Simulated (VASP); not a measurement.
# B32HN32 (a cell with a defect) in VASP: further runs

The runs below take B32HN32 (a cell with a defect) through relaxation of the atoms, single point, with PBEsol, HSE06.

All numbers are computed with VASP 6.6.1; they aren't measurements. Logs are shortened: lines on timing, memory, paths and dates and some standing lists are left out, and cuts for length are marked.

### 1 The cell of the first run

The cell holds a defect, 65 atoms: a = 7.212 Å, b = 7.212 Å, c = 7.212 Å, α = 90.00°, β = 90.00°, γ = 90.00°.

### 2 Relaxation of the atoms, PBEsol

Input file INCAR:

```
SYSTEM = B32HN32
PREC = Accurate
ENCUT = 520
EDIFF = 1E-7
ISMEAR = -1
SIGMA = 0.05
LREAL = Auto
LASPH = .True.
NELM = 120
ALGO = Normal
ISIF = 2
LWAVE = .False.
LCHARG = .False.
GGA = PS
IBRION = 2
NSW = 100
EDIFFG = -0.03
NELECT = 256.0
ISYM = -1
GGA_COMPAT = .False.
NELMIN = 4
```

Input file KPOINTS:

```
explicit points
1
Reciprocal
  0.25000000   0.25000000   0.25000000 1
```

Input file POSCAR:

```
B32HN32
1.0
    7.2115910000      0.0000000000      0.0000000000
    0.0000000000      7.2115910000      0.0000000000
    0.0000000000      0.0000000000      7.2115910000
B N H
32 32 1
Direct
    0.0061050000      0.0029120000      0.9990120000
    0.9986850000      0.0031380000      0.5042510000
    0.9989860000      0.5012360000      0.0003920000
    0.9975270000      0.4975260000      0.4992010000
    0.4990730000      0.0013800000      0.9977070000
    0.4983580000      0.0014780000      0.5040550000
    0.5015100000      0.4993310000      0.9984030000
    0.4998520000      0.5014950000      0.4983940000
    0.2521250000      0.2454350000      0.9970220000
    0.2447820000      0.2520630000      0.4970860000
    0.2516970000      0.7489310000      0.9960000000
    0.2545030000      0.7512810000      0.5005000000
    0.7541060000      0.2478360000      0.0001140000
    0.7551500000      0.2465550000      0.5021360000
    0.7475930000      0.7466680000      0.0034700000
    0.7509450000      0.7519440000      0.5032170000
    0.2475810000      0.0011510000      0.2491120000
    0.2529090000      0.9942200000      0.7458580000
    0.2514390000      0.5069360000      0.2568720000
    0.2463180000      0.5004420000      0.7461520000
    0.7478780000      0.9968300000      0.2490090000
    0.7501580000      0.0001730000      0.7466930000
    0.7483810000      0.5058930000      0.2486250000
    0.7495860000      0.4965240000      0.7521540000
    0.9958320000      0.2513250000      0.2481270000
    0.0017690000      0.2511330000      0.7515150000
    0.9993470000      0.7505730000      0.2513730000
    0.9983630000      0.7491640000      0.7486780000
    0.5018850000      0.2506900000      0.2491100000
    0.5031600000      0.2475190000      0.7530400000
    0.4980840000      0.7502260000      0.2504150000
    0.5029950000      0.7527660000      0.7526670000
    0.1265600000      0.1258560000      0.1220910000
    0.1214560000      0.1278360000      0.6267710000
    0.1264730000      0.6245150000      0.1281180000
    0.1254560000      0.6271300000      0.6250960000
    0.6243650000      0.1213530000      0.1243550000
    0.6238610000      0.1237260000      0.6243220000
    0.6295660000      0.6282380000      0.1280450000
    0.6236330000      0.6276740000      0.6271480000
    0.3778210000      0.3730100000      0.1236990000
    0.3717550000      0.3768540000      0.6267280000
    0.3775820000      0.8743720000      0.1225760000
    0.3732410000      0.8733740000      0.6242400000
    0.8744610000      0.3754570000      0.1257380000
    0.8733970000      0.3708870000      0.6280830000
    0.8716380000      0.8749450000      0.1228280000
    0.8726630000      0.8739190000      0.6283360000
    0.3761840000      0.1228400000      0.3723690000
    0.3788160000      0.1316290000      0.8736620000
    0.3738100000      0.6272730000      0.3802160000
    0.3716740000      0.6233720000      0.8748590000
    0.8747910000      0.1280420000      0.3719460000
    0.8781350000      0.1202560000      0.8703200000
    0.8723220000      0.6242340000      0.3752950000
    0.8818550000      0.6237870000      0.8745670000
    0.1259990000      0.3703050000      0.3731400000
    0.1241110000      0.3821730000      0.8734810000
    0.1221100000      0.8730430000      0.3740590000
    0.1258290000      0.8762370000      0.8744160000
    0.6286240000      0.3736650000      0.3712210000
    0.6243290000      0.3729580000      0.8767770000
    0.6296130000      0.8752300000      0.3747530000
    0.6222910000      0.8735850000      0.8734190000
    0.3761030000      0.3756130000      0.3712390000
```

Potentials or basis: VASP PAW PBE potentials, release 64 (B, N, H).

Started as:

```console
> cat potpaw_PBE.64/B/POTCAR potpaw_PBE.64/N/POTCAR potpaw_PBE.64/H/POTCAR > POTCAR
> mpirun -np 1 vasp_std > vasp.out
```

OUTCAR:

```text
SYSTEM = B32HN32
   PREC = Accurate
   ENCUT = 520
   EDIFF = 1E-7
   ISMEAR = -1
   LREAL = Auto
   LASPH = .True.
   NELM = 120
   ISIF = 2
   GGA = PS
   IBRION = 2
   NSW = 100
   EDIFFG = -0.03
   NELECT = 256.0
   ISYM = -1
   NELMIN = 4

 ion  position               nearest neighbor table
   1  0.006  0.003  0.999-  33 1.53  60 1.55  54 1.56  47 1.61
   2  0.999  0.003  0.504-  34 1.54  48 1.58  53 1.59  59 1.60
   3  0.999  0.501  0.000-  56 1.52  58 1.55  45 1.56  35 1.58
   4  0.998  0.498  0.499-  55 1.56  46 1.58  57 1.59  36 1.60
   5  0.499  0.001  0.998-  37 1.55  43 1.55  50 1.56  64 1.56
   6  0.498  0.001  0.504-  38 1.53  44 1.56  49 1.56  63 1.61
[... 56 lines left out ...]
  63  0.630  0.875  0.375-  21 1.52  16 1.55  31 1.59   6 1.61
  64  0.622  0.874  0.873-  32 1.50   5 1.56  22 1.59  15 1.59
  65  0.376  0.376  0.371-

IMPORTANT INFORMATION: All symmetrisations will be switched off!
NOSYMM: (Re-)initialisation of all symmetry stuff for point group C_1.

----------------------------------------------------------------------------------------

                                     Primitive cell

  volume of cell :     375.0535

  direct lattice vectors                    reciprocal lattice vectors
     7.211591000  0.000000000  0.000000000     0.138665656  0.000000000  0.000000000
     0.000000000  7.211591000  0.000000000     0.000000000  0.138665656  0.000000000
     0.000000000  0.000000000  7.211591000     0.000000000  0.000000000  0.138665656

  length of vectors
     7.211591000  7.211591000  7.211591000     0.138665656  0.138665656  0.138665656

  position of ions in fractional coordinates (direct lattice)
     0.006105000  0.002912000  0.999012000
     0.998685000  0.003138000  0.504251000
     0.998986000  0.501236000  0.000392000
     0.997527000  0.497526000  0.499201000
     0.499073000  0.001380000  0.997707000
     0.498358000  0.001478000  0.504055000
[... 57 lines left out ...]
     0.622291000  0.873585000  0.873419000
     0.376103000  0.375613000  0.371239000

  ion indices of the primitive-cell ions
   primitive index   ion index
                 1           1
                 2           2
                 3           3
                 4           4
                 5           5
                 6           6
[... 57 lines left out ...]
                64          64
                65          65

----------------------------------------------------------------------------------------
[... 48 lines left out ...]
     AMIX_MAG =   1.60;   BMIX_MAG =  1.00
  volume/ion in A,a.u.               =       5.77        38.94
  Fermi-wavevector in a.u.,A,eV,Ry     =   1.441420  2.723888 28.268692  2.077690
  Thomas-Fermi vector in A             =   2.560054
   LORBIT       =      0    0 simple, 1 ext, 2 COOP (PROOUT), +10 PAW based schemes
   GGA     = PS    functional components
   LHFCALC =     F    Hartree Fock is set to
   AEXX    =    0.0000 exact exchange contribution
   IVDW    =     0    specifies the selected vdW correction
   LEPSILON=     F    determine dielectric tensor
   LRPA    =     F    only Hartree local field effects (RPA)
 conjugate gradient relaxation of ions
 non-spin polarized calculation
  energy-cutoff  :      520.00
  volume of cell :      375.05
 maximum number of plane-waves:     10107
 NGX is ok and might be reduce to    54
   NGX = 27   NGY = 27   NGZ = 27

--------------------------------------- Ionic step        1  -------------------------------------------

 number of electron     256.0000019 magnetization

 Free energy of the ion-electron system (eV)
  ---------------------------------------------------
  ext. energy  EPLUGINS =         0.00000000
  ---------------------------------------------------
  free energy    TOTEN  =      -593.29577642 eV

  energy without entropy =     -593.29577633  energy(sigma->0) =     -593.29577638

------------------------ aborting loop because EDIFF is reached ----------------------------------------

  FORCE on cell =-STRESS in cart. coord.  units (eV):
  Direction    XX          YY          ZZ          XY          YZ          ZX
  --------------------------------------------------------------------------------------
  -------------------------------------------------------------------------------------
  Total       -4.1119725     -3.6684138     -4.7577799     -2.9880185     -2.4354854     -2.7304029
  in kB      -17.5657834    -15.6709612    -20.3245839    -12.7644056    -10.4040601    -11.6639070
  external PRESSURE =     -17.8537762 kB  Pullay stress =       0.0000000 kB
[... 278 lines left out ...]
  FREE ENERGIE OF THE ION-ELECTRON SYSTEM (eV)
  ---------------------------------------------------
  free  energy   TOTEN  =      -594.6504040902 eV

  energy  without entropy=     -594.6504040900  energy(sigma->0) =     -594.65040409

[... ionic steps 4 to 65 ...]

--------------------------------------- Ionic step       66  -------------------------------------------

 number of electron     256.0000037 magnetization

------------------------ aborting loop because EDIFF is reached ----------------------------------------
[... 193 lines left out ...]
--------------------------------------- Ionic step       68  -------------------------------------------

 number of electron     256.0000037 magnetization

 Free energy of the ion-electron system (eV)
  ---------------------------------------------------
  ext. energy  EPLUGINS =         0.00000000
  ---------------------------------------------------
  free energy    TOTEN  =      -596.24295282 eV

  energy without entropy =     -596.24295282  energy(sigma->0) =     -596.24295282

 E-fermi :   8.3939     XC(G=0): -13.0520

 val. band max:        7.0966316322   @ k =   0.2500   0.2500   0.2500
 cond. band min:      11.8495847069   @ k =   0.2500   0.2500   0.2500
 fundamental gap:      4.7529530746
 Fermi energy:         8.3938554310

 k-point     1 :       0.2500    0.2500    0.2500
  band No.  band energies     occupation
      1     -12.6714      2.00000
      2     -11.7960      2.00000
      3     -11.5528      2.00000
      4     -11.4561      2.00000
      5     -10.7391      2.00000
      6     -10.5780      2.00000
[... 132 lines left out ...]
    139      15.6645      0.00000
    140      15.7198      0.00000
 [bands above 140 left out]

------------------------ aborting loop because EDIFF is reached ----------------------------------------

  FORCE on cell =-STRESS in cart. coord.  units (eV):
  Direction    XX          YY          ZZ          XY          YZ          ZX
  --------------------------------------------------------------------------------------
  -------------------------------------------------------------------------------------
  Total       -3.9442405     -0.6804746     -3.7902153     -7.1637097     -7.2856743     -1.2620556
  in kB      -16.8492553     -2.9068943    -16.1912807    -30.6023864    -31.1234025     -5.3913286
  external PRESSURE =     -11.9824768 kB  Pullay stress =       0.0000000 kB
[... 80 lines left out ...]
  FREE ENERGIE OF THE ION-ELECTRON SYSTEM (eV)
  ---------------------------------------------------
  free  energy   TOTEN  =      -596.2429528207 eV

  energy  without entropy=     -596.2429528207  energy(sigma->0) =     -596.24295282

 reached required accuracy - stopping structural energy minimisation
```

Run time: 1.9 h. Hardware: 1 thread of Intel Xeon Platinum 8259CL at 2.50GHz (Skylake/Cascade Lake), shared host; peak memory 0.46 GiB.

What came out:

```yaml
Free_energy: -596.2430 eV
Energy_gained_by_relaxing: 45.3 meV/atom
Ionic_steps: 68
Largest_force_after_relaxing: 0.027 eV/Å
```

Forces on the atoms (eV/Å):
```
B   -0.007  0.003  0.003
B   -0.003 -0.002  0.002
B   -0.005  0.005 -0.003
B   -0.007  0.002 -0.001
B    0.008  0.004 -0.001
B    0.002 -0.001  0.001
B    0.007  0.002  0.007
B    0.006  0.007 -0.001
B   -0.001 -0.002 -0.004
B    0.007  0.003  0.002
B    0.001 -0.010 -0.001
B    0.002 -0.003 -0.001
B    0.000 -0.004 -0.001
B    0.003  0.002  0.005
B    0.001 -0.007 -0.002
B    0.002 -0.012  0.001
B   -0.001 -0.001  0.001
B   -0.003  0.001 -0.002
B    0.000  0.001  0.001
B   -0.002  0.000  0.002
B    0.002  0.003 -0.004
B   -0.005  0.003  0.002
B   -0.005  0.006  0.000
B   -0.003  0.003 -0.002
B   -0.004 -0.001 -0.004
B   -0.005  0.005  0.001
B   -0.003 -0.001 -0.005
B    0.001 -0.001 -0.001
B    0.023 -0.007 -0.002
B    0.003  0.001  0.004
B    0.005  0.002 -0.002
B    0.006 -0.001  0.006
N    0.003  0.004  0.000
N    0.004  0.011 -0.007
N    0.007 -0.005  0.003
N    0.002 -0.001 -0.004
N   -0.008  0.008  0.004
N   -0.008  0.003 -0.003
N   -0.006 -0.004  0.000
N   -0.005 -0.005 -0.002
N   -0.009  0.000 -0.007
N   -0.004 -0.004  0.005
N   -0.007  0.001  0.000
N   -0.001  0.003 -0.002
N    0.005  0.001 -0.001
N    0.004  0.001 -0.003
N    0.005  0.002  0.001
N    0.000 -0.003 -0.008
N   -0.013 -0.006  0.009
N   -0.005  0.003 -0.005
N    0.003  0.000 -0.005
N    0.004 -0.005  0.000
N    0.010 -0.001  0.002
N    0.003  0.010  0.001
N    0.009 -0.003  0.000
N    0.008 -0.003 -0.008
N    0.000 -0.003  0.000
N    0.003 -0.004 -0.001
N    0.004  0.004  0.000
N    0.004  0.000  0.001
N   -0.005 -0.001  0.001
N   -0.002  0.001 -0.001
N   -0.007  0.002  0.008
N   -0.005  0.003  0.000
H   -0.017 -0.010  0.019
```

Step by step:
| step | energy change (eV) | largest force (eV/Å) | pressure (GPa) |
| --- | --- | --- | --- |
| 1 | 0.0000 | 3.1381 | -1.79 |
| 3 | -1.3546 | 0.9713 | -2.65 |
| 5 | -1.4613 | 0.3687 | -2.75 |
| 7 | -1.4887 | 0.2215 | -2.75 |
| 9 | -1.4994 | 0.2840 | -2.75 |
| 11 | -1.5081 | 0.3969 | -2.74 |
| 13 | -1.5335 | 0.6602 | -2.72 |
| 15 | -1.5150 | 1.6192 | -2.42 |
| 17 | -1.5719 | 1.0271 | -2.61 |
| 19 | -1.5770 | 1.0515 | -2.59 |
| 21 | -1.5934 | 1.1767 | -2.52 |
| 23 | -1.5961 | 1.2815 | -2.48 |
| 25 | -1.6591 | 1.4671 | -2.45 |
| 27 | -1.8572 | 2.6476 | -2.16 |
| 29 | -1.8812 | 3.1611 | -2.00 |
| 31 | -2.2067 | 2.3408 | -1.73 |
| 33 | -2.2516 | 2.5061 | -1.56 |
| 35 | -2.6152 | 1.6674 | -1.68 |
| 37 | -2.8249 | 0.7695 | -1.69 |
| 39 | -2.9013 | 0.4190 | -1.61 |
| 41 | -2.9306 | 0.1581 | -1.61 |
| 43 | -2.9383 | 0.0941 | -1.60 |
| 45 | -2.9406 | 0.0543 | -1.60 |
| 47 | -2.9414 | 0.0573 | -1.58 |
| 49 | -2.9418 | 0.0479 | -1.57 |
| 51 | -2.9423 | 0.0539 | -1.54 |
| 53 | -2.9428 | 0.0630 | -1.51 |
| 55 | -2.9437 | 0.0616 | -1.46 |
| 57 | -2.9440 | 0.0925 | -1.41 |
| 59 | -2.9447 | 0.0686 | -1.37 |
| 61 | -2.9455 | 0.1170 | -1.22 |
| 63 | -2.9462 | 0.0581 | -1.25 |
| 65 | -2.9469 | 0.0456 | -1.22 |
| 67 | -2.9471 | 0.0316 | -1.20 |
| 68 | -2.9472 | 0.0274 | -1.20 |

Final structure:
```
B N H
1.0
     7.21159    0.00000    0.00000
     0.00000    7.21159    0.00000
     0.00000    0.00000    7.21159
B N H
32 32 1
Direct
  0.99840 0.00006 0.00178
  0.99946 0.99908 0.50279
  0.99746 0.50052 0.00126
  0.99820 0.49995 0.50224
  0.49769 0.99754 0.00143
  0.50005 0.99567 0.50586
  0.49816 0.50797 0.99221
  0.49705 0.49992 0.50445
  0.24693 0.24697 0.00034
  0.24831 0.25099 0.50282
  0.24705 0.75162 0.00068
  0.24778 0.75003 0.50245
  0.74921 0.25101 0.00200
  0.75289 0.24654 0.50640
  0.74891 0.75009 0.00136
  0.74890 0.74887 0.50249
  0.24783 0.99757 0.25126
  0.24822 0.00003 0.75197
  0.23924 0.50762 0.25184
  0.24761 0.50055 0.75094
  0.75230 0.99566 0.25364
  0.74922 0.99908 0.75304
  0.75102 0.49998 0.25065
  0.74869 0.49996 0.75176
  0.99894 0.24958 0.25218
  0.99894 0.24962 0.75253
  0.99704 0.75101 0.25192
  0.99816 0.74994 0.75178
  0.51975 0.21892 0.27364
  0.49859 0.24957 0.75241
  0.49824 0.74985 0.25185
  0.49831 0.75109 0.75048
  0.12478 0.12526 0.12791
  0.12439 0.12551 0.62723
  0.11996 0.62860 0.12639
  0.12321 0.62510 0.62690
  0.62528 0.12200 0.12802
  0.62446 0.12409 0.62859
  0.62325 0.62503 0.12644
  0.62355 0.62452 0.62678
  0.36358 0.39110 0.11706
  0.37364 0.37487 0.62742
  0.37350 0.87454 0.12707
  0.37367 0.87519 0.62739
  0.87388 0.37486 0.12724
  0.87434 0.37494 0.62792
  0.87387 0.87517 0.12725
  0.87390 0.87481 0.62751
  0.37434 0.12206 0.37890
  0.37440 0.12521 0.87831
  0.37295 0.62496 0.37684
  0.37271 0.62878 0.87336
  0.87503 0.12409 0.37799
  0.87358 0.12554 0.87801
  0.87319 0.62452 0.37711
  0.87330 0.62509 0.87687
  0.12368 0.37557 0.37651
  0.12410 0.37546 0.87766
  0.12378 0.87489 0.37740
  0.12320 0.87610 0.87680
  0.62541 0.37205 0.37898
  0.62288 0.37559 0.87720
  0.62434 0.87368 0.37787
  0.62384 0.87490 0.87735
  0.46869 0.39722 0.21756
```

Caveat: the cell carries a net charge on a neutralising background, which shifts energy and pressure; the cell is charged against a uniform background, so pressure and absolute levels hang on convention; the PAW data sets were made with another functional, which shifts forces and pressure a little.

(Continued in part 2 of 3.)
